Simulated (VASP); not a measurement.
# H7C2N: relaxation of the atoms with PBE

The system is H7C2N.

```
C H N
1.0
     6.88731    0.00000    0.00000
     0.00000    6.88731    0.00000
     0.00000    0.00000    6.88731
C H N
6 21 3
Direct
  0.23023 0.41129 0.41984
  0.12044 0.41530 0.26015
  0.56795 0.82106 0.53157
  0.45963 0.89834 0.39062
  0.00416 0.81202 0.77675
  0.08313 0.98777 0.79781
  0.17687 0.46397 0.55835
  0.37739 0.35518 0.41774
  0.97328 0.47141 0.26225
  0.17380 0.36262 0.12164
  0.62053 0.90741 0.65235
  0.60788 0.66871 0.53121
  0.41970 0.05069 0.39099
  0.40705 0.81199 0.26984
  0.01703 0.73104 0.64227
  0.92383 0.74285 0.89324
  0.16347 0.05694 0.68132
  0.07026 0.06874 0.93230
  0.47218 0.29199 0.05113
  0.43389 0.05933 0.03518
  0.39127 0.19910 0.84945
  0.90807 0.13026 0.23975
  0.01843 0.92551 0.19795
  0.78229 0.93474 0.19731
  0.33036 0.71952 0.85455
  0.44914 0.51525 0.85855
  0.21309 0.51448 0.84721
  0.37948 0.19097 0.99638
  0.90233 0.98525 0.26684
  0.32816 0.58261 0.90975
```

```yaml
Program: VASP 6.6.1
Task: relaxation of the atoms
Functional: PBE
Potentials_or_basis: VASP PAW PBE potentials, release 64 (C, H, N)
Cutoff: 520 eV
k_mesh: 1 × 1 × 1
Occupations: fermi-dirac, width 0.05 eV
Spin: no spin polarisation
Dipole_correction: no
Further_INCAR_settings: ALGO = Normal; EDIFF = 1e-07; IBRION = 2; EDIFFG = -0.3; NSW = 35
```

```
Energy gained by relaxing    : 20.7 meV/atom
Ionic steps                  : 25
Pressure after relaxing      : 1.4 GPa
Largest force after relaxing : 0.287 eV/Å
Band gap on the k mesh       : 4.26 eV
```

Forces on the atoms (eV/Å):
```
C   -0.136  0.136  0.070
C   -0.040 -0.046  0.005
C    0.084 -0.002 -0.008
C   -0.114  0.057 -0.005
C   -0.003  0.083 -0.130
C   -0.096 -0.069  0.072
H   -0.019  0.031 -0.025
H    0.187 -0.138  0.048
H   -0.056 -0.009  0.071
H   -0.015  0.049 -0.207
H    0.013  0.056  0.028
H    0.073 -0.089 -0.031
H   -0.052  0.065  0.001
H   -0.070 -0.095 -0.123
H   -0.026 -0.067 -0.034
H   -0.004 -0.027  0.123
H    0.033  0.151 -0.124
H    0.010  0.014  0.061
H    0.101  0.134  0.068
H    0.008 -0.094  0.062
H   -0.011  0.001 -0.058
H    0.008 -0.077  0.104
H   -0.023  0.039 -0.026
H   -0.022 -0.058  0.031
H   -0.065  0.131 -0.081
H    0.070 -0.064 -0.058
H    0.203  0.092  0.122
N   -0.012  0.002 -0.085
N    0.074 -0.011 -0.059
N   -0.097 -0.193  0.189
```

Stress tensor (GPa, compression positive):
```
 1.12  0.06  0.04
 0.06  1.19 -0.13
 0.04 -0.13  1.86
```

Step by step:
```tsv
step	energy change (eV)	largest force (eV/Å)	pressure (GPa)
1	0.0000	0.6900	2.41
2	0.1252	3.0730	2.34
3	-0.0248	0.5790	2.35
4	-0.0807	0.5162	1.53
5	-0.0883	0.6303	1.09
6	-0.1225	0.4272	1.03
7	-0.1319	0.5838	0.98
8	-0.1636	0.3532	1.27
9	-0.1863	0.5825	1.80
10	-0.2148	0.5019	1.93
11	-0.2514	0.9033	2.33
12	-0.2751	0.7715	2.25
13	-0.3164	0.5325	2.05
14	-0.3206	0.6897	1.96
15	-0.3564	0.6041	1.82
16	-0.4187	0.8414	1.40
17	-0.4245	1.1577	1.22
18	-0.4615	0.8651	1.03
19	-0.5142	0.7569	0.44
20	-0.5146	0.7820	0.38
21	-0.5315	0.5365	0.50
22	-0.5588	0.8550	0.86
23	-0.5848	0.4575	1.04
24	-0.6058	0.4983	1.40
25	-0.6207	0.2867	1.39
```

Final structure:
```cif
data_structure
_symmetry_space_group_name_H-M 'P 1'
_symmetry_Int_Tables_number 1
_cell_length_a 6.8873
_cell_length_b 6.8873
_cell_length_c 6.8873
_cell_angle_alpha 90.000
_cell_angle_beta 90.000
_cell_angle_gamma 90.000
_cell_volume 326.70
loop_
_atom_site_label
_atom_site_type_symbol
_atom_site_fract_x
_atom_site_fract_y
_atom_site_fract_z
_atom_site_occupancy
C1 C 0.21276 0.41427 0.43451 1
C2 C 0.09103 0.42568 0.28525 1
C3 C 0.56223 0.81853 0.53052 1
C4 C 0.44553 0.88815 0.39376 1
C5 C 0.97923 0.81545 0.76239 1
C6 C 0.04943 0.99482 0.77753 1
H1 H 0.17673 0.46461 0.58004 1
H2 H 0.35868 0.35844 0.41228 1
H3 H 0.94575 0.48821 0.29699 1
H4 H 0.13711 0.36825 0.14565 1
H5 H 0.62313 0.90809 0.64579 1
H6 H 0.60695 0.66697 0.53005 1
H7 H 0.39995 0.03940 0.39295 1
H8 H 0.39045 0.79622 0.27782 1
H9 H 0.98799 0.74094 0.62313 1
H10 H 0.90725 0.74011 0.88146 1
H11 H 0.11679 0.06203 0.65202 1
H12 H 0.04296 0.07920 0.91073 1
H13 H 0.51229 0.27080 0.05719 1
H14 H 0.49194 0.03506 0.03252 1
H15 H 0.44209 0.17775 0.85086 1
H16 H 0.91591 0.12259 0.26485 1
H17 H 0.02529 0.92888 0.18302 1
H18 H 0.78831 0.92743 0.21472 1
H19 H 0.34343 0.73356 0.81955 1
H20 H 0.47663 0.53937 0.81627 1
H21 H 0.25341 0.53025 0.89501 1
N1 N 0.42876 0.16424 0.99787 1
N2 N 0.91614 0.97436 0.27227 1
N3 N 0.37715 0.61268 0.89733 1
```

Levels at points of the mesh, in eV from the valence-band top:
| k point | band 26 | band 27 | band 28 | band 29 | band 30 | band 31 | band 32 | band 33 | band 34 | band 35 |
| --- | --- | --- | --- | --- | --- | --- | --- | --- | --- | --- |
| (0.00, 0.00, 0.00) | -0.95 | -0.79 | -0.52 | -0.39 | 0.00 | 4.26 | 4.56 | 4.83 | 4.89 | 6.18 |

It took 14 min on 1 thread of AMD EPYC 7R43 64-Core Processor (Zen 3), with other jobs on the host, peak memory 0.36 GiB.

Caveat: the k points lie up to 0.91 Å⁻¹ apart; the relaxation stopped at a loose force limit of 0.3 eV/Å, so its end isn't a converged minimum.
